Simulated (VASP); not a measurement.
# Sc (P6_3/mmc) in VASP: further runs

Runs on Sc. Level: PBE. Tasks: single point.

Everything below comes from runs of VASP 6.6.1. Logs are shortened: lines on timing, memory, paths and dates and some standing lists are left out, and cuts for length are marked.

## (1) The cell of the first run

The structure is hexagonal, space group P6_3/mmc (No. 194). Conventional cell: a = 3.210 Å, b = 3.210 Å, c = 5.426 Å, α = 90.00°, β = 90.00°, γ = 120.00°. Sc (site symmetry -6m2) has 12 Sc at 3.21 to 3.29 Å within 4.2 Å.

## (2) Single point, PBE (strain -0.030 along x and y, +0.030 along z)

File INCAR:

```
SYSTEM = Sc
PREC     = Accurate       ! precision mode
ENCUT    = 520            ! plane-wave cutoff, eV
EDIFF    = 1E-6           ! SCF threshold, eV
ISMEAR   = 0              ! smearing method
SIGMA    = 0.15           ! smearing width, eV
LREAL    = .FALSE.        ! projectors in reciprocal space
LASPH    = .TRUE.         ! aspherical terms in the spheres
NELM     = 80             ! most SCF steps
ALGO     = Fast           ! electronic algorithm
ISIF     = 2              ! what is computed and relaxed
LWAVE    = .FALSE.        ! write WAVECAR
LCHARG   = .FALSE.        ! write CHGCAR
GGA      = PE             ! functional
NBANDS   = 18             ! bands
```

File KPOINTS:

```
regular mesh
0
G
  18 18 10
  0 0 0
```

File POSCAR:

```
Sc
1.0
    3.2095339604      0.0000000000      0.0000000000
   -1.6047669802      2.7795379440      0.0000000000
    0.0000000000      0.0000000000      5.4260400000
Sc
2
Direct
    0.3333333333      0.6666666667      0.2500000000
    0.6666666667      0.3333333333      0.7500000000
```

Potentials or basis: VASP PAW PBE potentials, release 64 (Sc_sv).

Launch:

```
$ cat potpaw_PBE.64/Sc_sv/POTCAR > POTCAR
$ mpirun -np 1 vasp_std > vasp.out
```

OUTCAR:

```text
SYSTEM = Sc
   PREC = Accurate
   ENCUT = 520
   EDIFF = 1E-6
   ISMEAR = 0
   LREAL = .FALSE.
   LASPH = .TRUE.
   NELM = 80
   ISIF = 2
   GGA = PE

 ion  position               nearest neighbor table
   1  0.333  0.667  0.250-   2 3.29   2 3.29   2 3.29   2 3.29   2 3.29   2 3.29
   2  0.667  0.333  0.750-   1 3.29   1 3.29   1 3.29   1 3.29   1 3.29   1 3.29

  LATTYP: Found a hexagonal cell.
 ALAT       =     3.2095339604
 C/A-ratio  =     1.6906005878

  Lattice vectors:

 A1 = (   3.2095339604,   0.0000000000,   0.0000000000)
 A2 = (  -1.6047669802,   2.7795379440,   0.0000000000)
 A3 = (   0.0000000000,   0.0000000000,   5.4260400000)

Analysis of symmetry for initial positions (statically):
=====================================================================
 Subroutine PRICEL returns:
 Original cell was already a primitive cell.

 Routine SETGRP: Setting up the symmetry group for a
 hexagonal supercell.

 Subroutine GETGRP returns: Found 24 space group operations
 (whereof 12 operations were pure point group operations)
 out of a pool of 24 trial point group operations.

The static configuration has the point symmetry D_3d.
 The point group associated with its full space group is D_6h.

Analysis of symmetry for dynamics (positions and initial velocities):
=====================================================================
 Subroutine PRICEL returns:
 Original cell was already a primitive cell.

 Routine SETGRP: Setting up the symmetry group for a
 hexagonal supercell.

 Subroutine GETGRP returns: Found 24 space group operations
 (whereof 12 operations were pure point group operations)
 out of a pool of 24 trial point group operations.

The dynamic configuration has the point symmetry D_3d.
 The point group associated with its full space group is D_6h.

 Subroutine INISYM returns: Found 24 space group operations
 (whereof 12 operations are pure point group operations),
 and found     1 'primitive' translations

----------------------------------------------------------------------------------------

                                     Primitive cell

  volume of cell :      48.4058

  direct lattice vectors                    reciprocal lattice vectors
     3.209533960  0.000000000  0.000000000     0.311571715  0.179886013  0.000000000
    -1.604766980  2.779537944  0.000000000     0.000000000  0.359772027  0.000000000
     0.000000000  0.000000000  5.426040000     0.000000000  0.000000000  0.184296467

  length of vectors
     3.209533960  3.209533960  5.426040000     0.359772027  0.359772027  0.184296467

  position of ions in fractional coordinates (direct lattice)
     0.333333333  0.666666667  0.250000000
     0.666666667  0.333333333  0.750000000

  ion indices of the primitive-cell ions
   primitive index   ion index
                 1           1
                 2           2

----------------------------------------------------------------------------------------

 KPOINTS: regular mesh

Automatic generation of k-mesh.
 Grid dimensions read from file:
 generate k-points for:   18   18   10

 Generating k-lattice:

  Cartesian coordinates                     Fractional coordinates (reciprocal lattice)
     0.017309540  0.009993667  0.000000000     0.055555556  0.000000000  0.000000000
     0.000000000  0.019987335  0.000000000     0.000000000  0.055555556  0.000000000
     0.000000000  0.000000000  0.018429647     0.000000000  0.000000000  0.100000000

  Length of vectors
     0.019987335  0.019987335  0.018429647

  Shift w.r.t. Gamma in fractional coordinates (k-lattice)
     0.000000000  0.000000000  0.000000000

 Subroutine IBZKPT returns following result:
 ===========================================

 Found    222 irreducible k-points:

 Following reciprocal coordinates:
            Coordinates               Weight
  0.000000  0.000000  0.000000      1.000000
  0.055556  0.000000  0.000000      6.000000
  0.111111  0.000000  0.000000      6.000000
  0.166667  0.000000  0.000000      6.000000
  0.222222 -0.000000  0.000000      6.000000
  0.277778 -0.000000  0.000000      6.000000
[... 16 lines left out ...]
  0.333333  0.111111  0.000000     12.000000
  0.388889  0.111111  0.000000     12.000000
 [... further k-points ...]
   k-points           NKPTS =    222   k-points in BZ     NKDIM =    222   number of bands    NBANDS=     18
   number of dos      NEDOS =    301   number of ions     NIONS =      2
   total plane-waves  NPLWV =  23040
   dimension x,y,z NGX =    24 NGY =   24 NGZ =   40
   dimension x,y,z NGXF=    48 NGYF=   48 NGZF=   80
   ions per type =               2
   NGX,Y,Z   is equivalent  to a cutoff of  12.43, 12.43, 12.26 a.u.
   NGXF,Y,Z  is equivalent  to a cutoff of  24.86, 24.86, 24.51 a.u.
 SYSTEM =  Sc
   PREC   = accura    normal or accurate (medium, high low for compatibility)
   ISTART =      0    job   : 0-new  1-cont  2-samecut
   ICHARG =      2    charge: 1-file 2-atom 10-const
   ISPIN  =      1    spin polarized calculation?
   LNONCOLLINEAR =      F non collinear calculations
   LSORBIT =      F    spin-orbit coupling
   LASPH  =      T    aspherical Exc in radial PAW
   ENCUT  =  520.0 eV  38.22 Ry    6.18 a.u.   5.97  5.97 10.09*2*pi/ulx,y,z
   NELM   =     80;   NELMIN=  2; NELMDL= -5     # of ELM steps
   EDIFF  = 0.1E-05   stopping-criterion for ELM
   LREAL  =      F    real-space projection
   EDIFFG = 0.1E-04   stopping-criterion for IOM
   NSW    =      0    number of steps for IOM
   IBRION =     -1    ionic relax: 0-MD 1-quasi-New 2-CG
   NFREE  =      0    steps in history (QN), initial steepest desc. (CG)
   ISIF   =      2    stress and relaxation
   ISYM   =      2    0-nonsym 1-usesym 2-fastsym
   POTIM  = 0.5000    time-step for ionic-motion
   TEBEG  =    0.0;   TEEND  =   0.0 temperature during run
   PSTRESS=    0.0 pullay stress
   NELECT =      22.0000    total number of electrons
   NUPDOWN=      -1.0000    fix difference up-down
   EMIN   =  10.00;   EMAX   =-10.00  energy-range for DOS
   EFERMI =   0.00;   METHOD = LEGACY
   ISMEAR =     0;   SIGMA  =   0.15  broadening in eV -4-tet -1-fermi 0-gaus
   EFERMI_NEDOS =   21; number of points for ismear=-14 and -15
   IALGO  =     68    algorithm
   IMIX   =      4    mixing-type and parameters
     AMIX     =   0.40;   BMIX     =  1.00
     AMIX_MAG =   1.60;   BMIX_MAG =  1.00
  volume/ion in A,a.u.               =      24.20       163.33
  Fermi-wavevector in a.u.,A,eV,Ry     =   1.258683  2.378567 21.555494  1.584284
  Thomas-Fermi vector in A             =   2.392281
   LORBIT       =      0    0 simple, 1 ext, 2 COOP (PROOUT), +10 PAW based schemes
   GGA     = PE    functional components
   LHFCALC =     F    Hartree Fock is set to
   AEXX    =    0.0000 exact exchange contribution
   IVDW    =     0    specifies the selected vdW correction
   LEPSILON=     F    determine dielectric tensor
   LRPA    =     F    only Hartree local field effects (RPA)
 non-spin polarized calculation
 RMM-DIIS sequential band-by-band and
 Gauss-broadening in eV      SIGMA  =   0.15
  energy-cutoff  :      520.00
  volume of cell :       48.41
 maximum number of plane-waves:      1329
 NGX is ok and might be reduce to    24
   NGX = 11   NGY = 11   NGZ = 21

 number of electron      21.9999992 magnetization

 Free energy of the ion-electron system (eV)
  ---------------------------------------------------
  ext. energy  EPLUGINS =         0.00000000
  ---------------------------------------------------
  free energy    TOTEN  =       -12.46703867 eV

  energy without entropy =      -12.41472334  energy(sigma->0) =      -12.44088101

 E-fermi :   3.8021     XC(G=0):  -9.9516

 val. band max:        3.8013146404   @ k =   0.3889   0.0556   0.2000
 cond. band min:       3.8031196992   @ k =   0.3333   0.1111   0.1000
 fundamental gap:      0.0018050587
 Fermi energy:         3.8020589800

 k-point     1 :       0.0000    0.0000    0.0000
  band No.  band energies     occupation
      1     -45.5859      2.00000
      2     -45.5308      2.00000
      3     -24.3843      2.00000
      4     -24.0273      2.00000
      5     -24.0273      2.00000
      6     -24.0008      2.00000
[... 10 lines left out ...]
     17       6.4635      0.00000
     18       6.4812      0.00000

 k-point     2 :       0.0556    0.0000    0.0000
  band No.  band energies     occupation
      1     -45.5841      2.00000
      2     -45.5297      2.00000
      3     -24.3802      2.00000
      4     -24.0381      2.00000
      5     -24.0305      2.00000
      6     -24.0019      2.00000
[... 10 lines left out ...]
     17       6.3912      0.00000
     18       6.4219      0.00000

 k-point     3 :       0.1111    0.0000    0.0000
  band No.  band energies     occupation
      1     -45.5788      2.00000
      2     -45.5266      2.00000
      3     -24.3679      2.00000
      4     -24.0692      2.00000
      5     -24.0396      2.00000
      6     -24.0253      2.00000
[... 10 lines left out ...]
     17       6.2101      0.00000
     18       6.3036      0.00000

 k-point     4 :       0.1667    0.0000    0.0000
  band No.  band energies     occupation
      1     -45.5705      2.00000
      2     -45.5219      2.00000
      3     -24.3483      2.00000
      4     -24.1171      2.00000
      5     -24.0732      2.00000
      6     -24.0533      2.00000
[... 10 lines left out ...]
     17       6.1462      0.00000
     18       6.2481      0.00000

 k-point     5 :       0.2222   -0.0000    0.0000
  band No.  band energies     occupation
      1     -45.5602      2.00000
      2     -45.5164      2.00000
      3     -24.3230      2.00000
      4     -24.1759      2.00000
      5     -24.1308      2.00000
      6     -24.0697      2.00000
[... 10 lines left out ...]
     17       6.2761      0.00000
     18       6.5541      0.00000

 k-point     6 :       0.2778   -0.0000    0.0000
  band No.  band energies     occupation
      1     -45.5488      2.00000
      2     -45.5108      2.00000
      3     -24.2937      2.00000
      4     -24.2386      2.00000
      5     -24.1907      2.00000
      6     -24.0868      2.00000
[... 10 lines left out ...]
     17       6.6742      0.00000
     18       6.9056      0.00000

 k-point     7 :       0.3333    0.0000    0.0000
  band No.  band energies     occupation
      1     -45.5377      2.00000
      2     -45.5061      2.00000
      3     -24.2976      2.00000
      4     -24.2629      2.00000
      5     -24.2460      2.00000
      6     -24.1026      2.00000
[... 10 lines left out ...]
     17       7.1137      0.00000
     18       7.2845      0.00000

 k-point     8 :       0.3889   -0.0000    0.0000
  band No.  band energies     occupation
      1     -45.5280      2.00000
      2     -45.5027      2.00000
      3     -24.3456      2.00000
      4     -24.2904      2.00000
      5     -24.2337      2.00000
      6     -24.1154      2.00000
[... 10 lines left out ...]
     17       7.5463      0.00000
     18       7.6996      0.00000
[... 229 lines left out ...]
     17       6.1352      0.00000
     18       6.4364      0.00000

 k-point    20 :       0.1667    0.1111    0.0000
  band No.  band energies     occupation
      1     -45.5560      2.00000
      2     -45.5143      2.00000
      3     -24.3126      2.00000
      4     -24.1824      2.00000
      5     -24.1610      2.00000
      6     -24.0723      2.00000
[... 10 lines left out ...]
     17       6.4623      0.00000
     18       6.7762      0.00000

 k-point    21 :       0.2222    0.1111    0.0000
  band No.  band energies     occupation
      1     -45.5452      2.00000
      2     -45.5092      2.00000
      3     -24.2842      2.00000
      4     -24.2386      2.00000
      5     -24.2086      2.00000
      6     -24.0954      2.00000
[... 10 lines left out ...]
     17       6.8609      0.00000
     18       7.1975      0.00000

 k-point    22 :       0.2778    0.1111    0.0000
  band No.  band energies     occupation
      1     -45.5346      2.00000
      2     -45.5049      2.00000
      3     -24.2924      2.00000
      4     -24.2542      2.00000
      5     -24.2515      2.00000
      6     -24.1175      2.00000
[... 10 lines left out ...]
     17       7.2647      0.00000
     18       7.5738      0.00000

 k-point    23 :       0.3333    0.1111    0.0000
  band No.  band energies     occupation
      1     -45.5253      2.00000
      2     -45.5019      2.00000
      3     -24.3361      2.00000
      4     -24.2861      2.00000
      5     -24.2254      2.00000
      6     -24.1355      2.00000
[... 10 lines left out ...]
     17       7.5562      0.00000
     18       7.6365      0.00000

 k-point    24 :       0.3889    0.1111    0.0000
  band No.  band energies     occupation
      1     -45.5186      2.00000
      2     -45.5006      2.00000
      3     -24.3645      2.00000
      4     -24.3086      2.00000
      5     -24.2025      2.00000
      6     -24.1472      2.00000
[... 10 lines left out ...]
     17       7.6375      0.00000
     18       7.7233      0.00000

 [... further k-points ...]
[... 5 lines left out ...]
  --------------------------------------------------------------------------------------
  -------------------------------------------------------------------------------------
  Total        1.0106572      1.0106572     -0.7631840      0.0000000     -0.0000000      0.0000000
  in kB       33.4515984     33.4515984    -25.2605182      0.0000000     -0.0000000      0.0000000
  external PRESSURE =      13.8808929 kB  Pullay stress =       0.0000000 kB

 VOLUME and BASIS-vectors are now :
 -----------------------------------------------------------------------------
  energy-cutoff  :      520.00
  volume of cell :       48.41
      direct lattice vectors                 reciprocal lattice vectors
     3.209533960  0.000000000  0.000000000     0.311571715  0.179886013  0.000000000
    -1.604766980  2.779537944  0.000000000     0.000000000  0.359772027  0.000000000
     0.000000000  0.000000000  5.426040000     0.000000000  0.000000000  0.184296467

 POSITION                                       TOTAL-FORCE (eV/Angst)
 -----------------------------------------------------------------------------------
     -0.00000      1.85303      1.35651        -0.000000      0.000000      0.000000
      1.60477      0.92651      4.06953         0.000000     -0.000000      0.000000
 -----------------------------------------------------------------------------------
    total drift:                               -0.000000      0.000000     -0.000000

  FREE ENERGIE OF THE ION-ELECTRON SYSTEM (eV)
  ---------------------------------------------------
  free  energy   TOTEN  =       -12.4670386747 eV

  energy  without entropy=      -12.4147233389  energy(sigma->0) =      -12.44088101
```

It took 4.7 min on 1 thread of AMD EPYC 7R13, shared host; peak memory 0.25 GiB.

What came out:

- Free energy: -12.4670 eV
- Pressure: 1.4 GPa
- Band gap on the k mesh: zero (band 11 reaches 4.48 eV, above the bottom of band 12 at 3.37 eV)

Caveat: the cell differs from its parent crystal (strain -0.030 along x and y, +0.030 along z).

## (3) Single point, PBE (strain +0.000 along x and y, -0.030 along z)

File INCAR:

```
PREC = Accurate ; ENCUT = 520
EDIFF = 1E-7 ; ISMEAR = 0
SIGMA = 0.15 ; LREAL = False
LASPH = True ; NELM = 100
ALGO = Fast ; ISIF = 2
LWAVE = False ; LCHARG = True
GGA = PE ; LELF = True
LVHAR = True ; NBANDS = 18
```

File KPOINTS:

```
regular mesh
0
Gamma
  18 18 10
```

File POSCAR:

```
Sc
1.0
    3.3087978973      0.0000000000      0.0000000000
   -1.6543989486      2.8655030350      0.0000000000
    0.0000000000      0.0000000000      5.1099600000
Sc
2
Direct
    0.3333333333      0.6666666667      0.2500000000
    0.6666666667      0.3333333333      0.7500000000
```

Potentials or basis: VASP PAW PBE potentials, release 64 (Sc_sv).

Launch:

```
$ cat potpaw_PBE.64/Sc_sv/POTCAR > POTCAR
$ mpirun -np 1 vasp_std > vasp.out
```

It took 6.2 min on 1 thread of AMD EPYC 7R13, shared host; peak memory 0.26 GiB.

The run converged. Its results:

```yaml
Free_energy: -12.5176 eV
Pressure: 1.0 GPa
Band_gap_on_the_k_mesh: zero (band 11 reaches 4.80 eV, above the bottom of band 12 at 3.25 eV)
```

Stress tensor (GPa, compression positive):
```
0.82 0.00 0.00
0.00 0.82 0.00
0.00 0.00 1.41
```

Levels at points of the mesh, in eV from the Fermi level:
| k point | band 8 | band 9 | band 10 | band 11 | band 12 | band 13 | band 14 | band 15 |
| --- | --- | --- | --- | --- | --- | --- | --- | --- |
| (0.00, 0.00, 0.00) | -27.75 | -5.16 | -1.64 | 0.72 | 1.61 | 1.61 | 1.93 | 2.08 |
| (0.50, 0.00, 0.00) | -27.82 | -1.63 | -1.08 | -0.68 | -0.36 | 1.33 | 1.35 | 1.94 |
| (0.00, 0.00, 0.50) | -27.82 | -3.57 | -3.57 | 1.02 | 1.02 | 1.51 | 1.51 | 1.51 |
| (0.50, 0.00, 0.50) | -27.86 | -1.49 | -1.49 | 0.08 | 0.08 | 1.31 | 1.31 | 2.39 |

Caveat: the cell differs from its parent crystal (strain +0.000 along x and y, -0.030 along z).

(Part 1 of 2 ends here.)
